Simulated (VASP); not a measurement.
A run of VASP 6.6.1 is set up as follows.

File INCAR:

```
PREC = Accurate
ENCUT = 520
EDIFF = 1E-8
ISMEAR = -1
SIGMA = 0.02
LREAL = F
LASPH = T
NELM = 60
ALGO = Normal
ISIF = 2
LWAVE = F
LCHARG = F
GGA = PE
LEFG = T
NBANDS = 14
```

The input KPOINTS:

```
regular mesh
0
Gamma
  8 8 8
```

The input POSCAR:

```
NaI
1.0
    0.0000000000      3.1708944983      3.1708944983
    3.1708944983      0.0000000000      3.1708944983
    3.1708944983      3.1708944983      0.0000000000
Na I
1 1
Direct
    0.0000000000      0.0000000000      0.0000000000
    0.5000000000      0.5000000000      0.5000000000
```

Potentials or basis: VASP PAW PBE potentials, release 64 (Na_pv, I).

Launch:

```console
$ cat potpaw_PBE.64/Na_pv/POTCAR potpaw_PBE.64/I/POTCAR > POTCAR
$ mpirun -np 1 vasp_std > vasp.out
```

Q: What does it give for the pressure?

A: 1.6 GPa.

Q: Estimate the band gap on the k mesh.

A: 3.81 eV.

Caveat: spin-orbit coupling is left out, which moves the levels of the heavy elements.
